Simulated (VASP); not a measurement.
# SiNi (Pnma) in VASP: single point with PBE

Aim: the single point of SiNi with PBE.

Program: VASP 6.6.1. These are calculated values, not measurements. Logs are shortened: lines on timing, memory, paths and dates and some standing lists are left out, and cuts for length are marked.

## (1) The cell of the first run

The structure is orthorhombic, space group Pnma (No. 62). Conventional cell: a = 5.173 Å, b = 3.338 Å, c = 5.605 Å, α = 90.00°, β = 90.00°, γ = 90.00°. Within 3.0 Å of Si (site symmetry m) lie 6 Ni at 2.28 to 2.40 Å and 2 Si at 2.66 Å. Within 3.0 Å of Ni (site symmetry m) lie 6 Si at 2.28 to 2.40 Å and 4 Ni at 2.68 to 2.69 Å.

## (2) Single point, PBE

Contents of INCAR:

```
PREC = Accurate ; ENCUT = 520
EDIFF = 1E-7 ; ISMEAR = 1
SIGMA = 0.2 ; LREAL = False
LASPH = True ; NELM = 60
ALGO = Normal ; ISIF = 2
LWAVE = False ; LCHARG = False
GGA = PE ; NBANDS = 38
```

Contents of KPOINTS:

```
regular mesh
0
Gamma
  6 8 6
```

Contents of POSCAR:

```
SiNi
1.0
    5.1731000000      0.0000000000      0.0000000000
    0.0000000000      3.3381000000      0.0000000000
    0.0000000000      0.0000000000      5.6049000000
Si Ni
4 4
Direct
    0.3210964917      0.7500000000      0.0829243954
    0.1789035083      0.2500000000      0.5829243954
    0.8210964917      0.7500000000      0.4170756046
    0.6789035083      0.2500000000      0.9170756046
    0.0083155680      0.2500000000      0.1878382943
    0.4916844320      0.7500000000      0.6878382943
    0.5083155680      0.2500000000      0.3121617057
    0.9916844320      0.7500000000      0.8121617057
```

Potentials or basis: VASP PAW PBE potentials, release 64 (Si, Ni).

Command:

```bash
cat potpaw_PBE.64/Si/POTCAR potpaw_PBE.64/Ni/POTCAR > POTCAR
mpirun -np 1 vasp_std > vasp.out
```

OUTCAR:

```text
PREC = Accurate
   ENCUT = 520
   EDIFF = 1E-7
   ISMEAR = 1
   LREAL = False
   LASPH = True
   NELM = 60
   ISIF = 2
   GGA = PE

 ion  position               nearest neighbor table
   1  0.321  0.750  0.083-   8 2.28   7 2.32   7 2.32   6 2.38   5 2.40   5 2.40   4 2.66   4 2.66

   2  0.179  0.250  0.583-   7 2.28   8 2.32   8 2.32   5 2.38   6 2.40   6 2.40   3 2.66   3 2.66

   3  0.821  0.750  0.417-   6 2.28   5 2.32   5 2.32   8 2.38   7 2.40   7 2.40   2 2.66   2 2.66

   4  0.679  0.250  0.917-   5 2.28   6 2.32   6 2.32   7 2.38   8 2.40   8 2.40   1 2.66   1 2.66

   5  0.008  0.250  0.188-   4 2.28   3 2.32   3 2.32   2 2.38   1 2.40   1 2.40   7 2.68   7 2.68
                             8 2.69   8 2.69
   6  0.492  0.750  0.688-   3 2.28   4 2.32   4 2.32   1 2.38   2 2.40   2 2.40   8 2.68   8 2.68
                             7 2.69   7 2.69
   7  0.508  0.250  0.312-   2 2.28   1 2.32   1 2.32   4 2.38   3 2.40   3 2.40   5 2.68   5 2.68
                             6 2.69   6 2.69
   8  0.992  0.750  0.812-   1 2.28   2 2.32   2 2.32   3 2.38   4 2.40   4 2.40   6 2.68   6 2.68
                             5 2.69   5 2.69

  LATTYP: Found a simple orthorhombic cell.
 ALAT       =     3.3381000000
 B/A-ratio  =     1.5497139091
 C/A-ratio  =     1.6790689314

  Lattice vectors:

 A1 = (   0.0000000000,  -3.3381000000,   0.0000000000)
 A2 = (   5.1731000000,   0.0000000000,   0.0000000000)
 A3 = (   0.0000000000,   0.0000000000,   5.6049000000)

Analysis of symmetry for initial positions (statically):
=====================================================================
 Subroutine PRICEL returns:
 Original cell was already a primitive cell.

 Routine SETGRP: Setting up the symmetry group for a
 simple orthorhombic supercell.

 Subroutine GETGRP returns: Found  8 space group operations
 (whereof  2 operations were pure point group operations)
 out of a pool of  8 trial point group operations.

The static configuration has the point symmetry S_2 .
 The point group associated with its full space group is D_2h.

Analysis of symmetry for dynamics (positions and initial velocities):
=====================================================================
 Subroutine PRICEL returns:
 Original cell was already a primitive cell.

 Routine SETGRP: Setting up the symmetry group for a
 simple orthorhombic supercell.

 Subroutine GETGRP returns: Found  8 space group operations
 (whereof  2 operations were pure point group operations)
 out of a pool of  8 trial point group operations.

The dynamic configuration has the point symmetry S_2 .
 The point group associated with its full space group is D_2h.

 Subroutine INISYM returns: Found  8 space group operations
 (whereof  2 operations are pure point group operations),
 and found     1 'primitive' translations

----------------------------------------------------------------------------------------

                                     Primitive cell

  volume of cell :      96.7872

  direct lattice vectors                    reciprocal lattice vectors
     5.173100000  0.000000000  0.000000000     0.193307688  0.000000000  0.000000000
     0.000000000  3.338100000  0.000000000     0.000000000  0.299571613  0.000000000
     0.000000000  0.000000000  5.604900000     0.000000000  0.000000000  0.178415315

  length of vectors
     5.173100000  3.338100000  5.604900000     0.193307688  0.299571613  0.178415315

  position of ions in fractional coordinates (direct lattice)
     0.321096492  0.750000000  0.082924395
     0.178903508  0.250000000  0.582924395
     0.821096492  0.750000000  0.417075605
     0.678903508  0.250000000  0.917075605
     0.008315568  0.250000000  0.187838294
     0.491684432  0.750000000  0.687838294
     0.508315568  0.250000000  0.312161706
     0.991684432  0.750000000  0.812161706

  ion indices of the primitive-cell ions
   primitive index   ion index
                 1           1
                 2           2
                 3           3
                 4           4
                 5           5
                 6           6
                 7           7
                 8           8

----------------------------------------------------------------------------------------

 KPOINTS: regular mesh

Automatic generation of k-mesh.
 Grid dimensions read from file:
 generate k-points for:    6    8    6

 Generating k-lattice:

  Cartesian coordinates                     Fractional coordinates (reciprocal lattice)
     0.032217948  0.000000000  0.000000000     0.166666667  0.000000000  0.000000000
     0.000000000  0.037446452  0.000000000     0.000000000  0.125000000  0.000000000
     0.000000000  0.000000000  0.029735886     0.000000000  0.000000000  0.166666667

  Length of vectors
     0.032217948  0.037446452  0.029735886

  Shift w.r.t. Gamma in fractional coordinates (k-lattice)
     0.000000000  0.000000000  0.000000000

 Subroutine IBZKPT returns following result:
 ===========================================

 Found     80 irreducible k-points:

 Following reciprocal coordinates:
            Coordinates               Weight
  0.000000  0.000000  0.000000      1.000000
  0.166667  0.000000  0.000000      2.000000
  0.333333  0.000000  0.000000      2.000000
  0.500000  0.000000  0.000000      1.000000
  0.000000  0.125000  0.000000      2.000000
  0.166667  0.125000  0.000000      4.000000
[... 16 lines left out ...]
  0.333333  0.000000  0.166667      4.000000
  0.500000  0.000000  0.166667      2.000000
 [... further k-points ...]
   k-points           NKPTS =     80   k-points in BZ     NKDIM =     80   number of bands    NBANDS=     38
   number of dos      NEDOS =    301   number of ions     NIONS =      8
   total plane-waves  NPLWV =  47040
   dimension x,y,z NGX =    40 NGY =   28 NGZ =   42
   dimension x,y,z NGXF=    80 NGYF=   56 NGZF=   84
   ions per type =               4   4
   NGX,Y,Z   is equivalent  to a cutoff of  12.85, 13.94, 12.46 a.u.
   NGXF,Y,Z  is equivalent  to a cutoff of  25.71, 27.89, 24.92 a.u.
 SYSTEM =  unknown system
   PREC   = accura    normal or accurate (medium, high low for compatibility)
   ISTART =      0    job   : 0-new  1-cont  2-samecut
   ICHARG =      2    charge: 1-file 2-atom 10-const
   ISPIN  =      1    spin polarized calculation?
   LNONCOLLINEAR =      F non collinear calculations
   LSORBIT =      F    spin-orbit coupling
   LASPH  =      T    aspherical Exc in radial PAW
   ENCUT  =  520.0 eV  38.22 Ry    6.18 a.u.   9.62  6.21 10.42*2*pi/ulx,y,z
   NELM   =     60;   NELMIN=  2; NELMDL= -5     # of ELM steps
   EDIFF  = 0.1E-06   stopping-criterion for ELM
   LREAL  =      F    real-space projection
   EDIFFG = 0.1E-05   stopping-criterion for IOM
   NSW    =      0    number of steps for IOM
   IBRION =     -1    ionic relax: 0-MD 1-quasi-New 2-CG
   NFREE  =      0    steps in history (QN), initial steepest desc. (CG)
   ISIF   =      2    stress and relaxation
   ISYM   =      2    0-nonsym 1-usesym 2-fastsym
   POTIM  = 0.5000    time-step for ionic-motion
   TEBEG  =    0.0;   TEEND  =   0.0 temperature during run
   PSTRESS=    0.0 pullay stress
   NELECT =      56.0000    total number of electrons
   NUPDOWN=      -1.0000    fix difference up-down
   EMIN   =  10.00;   EMAX   =-10.00  energy-range for DOS
   EFERMI =   0.00;   METHOD = LEGACY
   ISMEAR =     1;   SIGMA  =   0.20  broadening in eV -4-tet -1-fermi 0-gaus
   EFERMI_NEDOS =   21; number of points for ismear=-14 and -15
   IALGO  =     38    algorithm
   IMIX   =      4    mixing-type and parameters
     AMIX     =   0.40;   BMIX     =  1.00
     AMIX_MAG =   1.60;   BMIX_MAG =  1.00
  volume/ion in A,a.u.               =      12.10        81.64
  Fermi-wavevector in a.u.,A,eV,Ry     =   1.364158  2.577886 25.319466  1.860928
  Thomas-Fermi vector in A             =   2.490499
   LORBIT       =      0    0 simple, 1 ext, 2 COOP (PROOUT), +10 PAW based schemes
   GGA     = PE    functional components
   LHFCALC =     F    Hartree Fock is set to
   AEXX    =    0.0000 exact exchange contribution
   IVDW    =     0    specifies the selected vdW correction
   LEPSILON=     F    determine dielectric tensor
   LRPA    =     F    only Hartree local field effects (RPA)
 non-spin polarized calculation
 Methfessel and Paxton  Order N= 1 SIGMA  =   0.20
  energy-cutoff  :      520.00
  volume of cell :       96.79
 maximum number of plane-waves:      2632
 NGX is ok and might be reduce to    40
   NGX = 19   NGY = 13   NGZ = 21

 number of electron      55.9999993 magnetization

 Free energy of the ion-electron system (eV)
  ---------------------------------------------------
  ext. energy  EPLUGINS =         0.00000000
  ---------------------------------------------------
  free energy    TOTEN  =       -47.58834267 eV

  energy without entropy =      -47.59514228  energy(sigma->0) =      -47.59060921

 E-fermi :  10.4334     XC(G=0): -12.2176

 val. band max:       10.3908108115   @ k =   0.0000   0.3750   0.1667
 cond. band min:      10.4911187976   @ k =   0.3333   0.2500   0.0000
 fundamental gap:      0.1003079861
 Fermi energy:        10.4334188971

 k-point     1 :       0.0000    0.0000    0.0000
  band No.  band energies     occupation
      1      -2.5623      2.00000
      2       0.7481      2.00000
      3       2.0913      2.00000
      4       2.5951      2.00000
      5       3.9274      2.00000
      6       4.4039      2.00000
[... 30 lines left out ...]
     37      16.8631      0.00000
     38      17.1721      0.00000

 k-point     2 :       0.1667    0.0000    0.0000
  band No.  band energies     occupation
      1      -2.4145      2.00000
      2       0.4417      2.00000
      3       2.1888      2.00000
      4       2.2031      2.00000
      5       4.1921      2.00000
      6       4.7530      2.00000
[... 30 lines left out ...]
     37      16.2817      0.00000
     38      16.8767      0.00000
[... 859 lines left out ...]
     37      15.6898      0.00000
     38      16.3776      0.00000

 k-point    24 :       0.5000    0.0000    0.1667
  band No.  band energies     occupation
      1      -1.1766      2.00000
      2      -1.1766      2.00000
      3       1.8253      2.00000
      4       1.8253      2.00000
      5       4.5024      2.00000
      6       4.5024      2.00000
[... 30 lines left out ...]
     37      15.8240      0.00000
     38      15.8240      0.00000

 [... further k-points ...]
[... 5 lines left out ...]
  --------------------------------------------------------------------------------------
  -------------------------------------------------------------------------------------
  Total        1.2981400      0.8502747      1.0664523      0.0000000      0.0000000      0.0000000
  in kB       21.4888928     14.0751080     17.6536260      0.0000000      0.0000000      0.0000000
  external PRESSURE =      17.7392090 kB  Pullay stress =       0.0000000 kB

 VOLUME and BASIS-vectors are now :
 -----------------------------------------------------------------------------
  energy-cutoff  :      520.00
  volume of cell :       96.79
      direct lattice vectors                 reciprocal lattice vectors
     5.173100000  0.000000000  0.000000000     0.193307688  0.000000000  0.000000000
     0.000000000  3.338100000  0.000000000     0.000000000  0.299571613  0.000000000
     0.000000000  0.000000000  5.604900000     0.000000000  0.000000000  0.178415315

 POSITION                                       TOTAL-FORCE (eV/Angst)
 -----------------------------------------------------------------------------------
      1.66106      2.50357      0.46478        -0.001125      0.000000      0.001579
      0.92549      0.83452      3.26723         0.001125      0.000000      0.001579
      4.24761      2.50357      2.33767        -0.001125      0.000000     -0.001579
      3.51204      0.83452      5.14012         0.001125      0.000000     -0.001579
      0.04302      0.83452      1.05281         0.010334      0.000000     -0.001579
      2.54353      2.50357      3.85526        -0.010334      0.000000     -0.001579
      2.62957      0.83452      1.74964         0.010334      0.000000      0.001579
      5.13008      2.50357      4.55209        -0.010334     -0.000000      0.001579
 -----------------------------------------------------------------------------------
    total drift:                                0.000000      0.000000      0.000000

  FREE ENERGIE OF THE ION-ELECTRON SYSTEM (eV)
  ---------------------------------------------------
  free  energy   TOTEN  =       -47.5883426727 eV

  energy  without entropy=      -47.5951422836  energy(sigma->0) =      -47.59060921
```

Run time: 3.9 min. Hardware: 1 thread of AMD EPYC 7R13 (Zen 3), shared host; peak memory 0.32 GiB.

Results:

* Free energy: -47.5883 eV
* Pressure: 1.8 GPa
* Largest force: 0.010 eV/Å
* Band gap on the k mesh: zero (bands 28 and 29 overlap by 1.68 eV)

Forces on the atoms (eV/Å):
```
Si  -0.001  0.000  0.002
Si   0.001  0.000  0.002
Si  -0.001  0.000 -0.002
Si   0.001  0.000 -0.002
Ni   0.010  0.000 -0.002
Ni  -0.010  0.000 -0.002
Ni   0.010  0.000  0.002
Ni  -0.010  0.000  0.002
```

Levels at points of the mesh, in eV from the Fermi level:
```
           k point  band 26  band 27  band 28  band 29  band 30  band 31
(0.00, 0.00, 0.00)    -1.16    -0.98    -0.97     0.57     1.22     3.40
(0.50, 0.00, 0.00)    -1.85     0.94     0.94     1.20     1.20     3.78
(0.00, 0.50, 0.00)    -1.86    -1.41    -1.41    -0.61    -0.61     2.00
(0.50, 0.50, 0.00)    -1.69    -1.69    -1.69     0.49     0.49     0.49
(0.00, 0.00, 0.50)    -1.48    -0.27    -0.27     1.06     1.06     3.28
(0.50, 0.00, 0.50)    -1.07     0.69     0.69     2.40     2.40     2.83
(0.00, 0.50, 0.50)    -1.94    -1.70    -1.70     0.13     0.13     1.30
(0.50, 0.50, 0.50)    -1.86    -1.86    -1.86     2.55     2.55     2.55
```

Spin polarisation is off, so any magnetic state and its effect on volume and gap are missing.
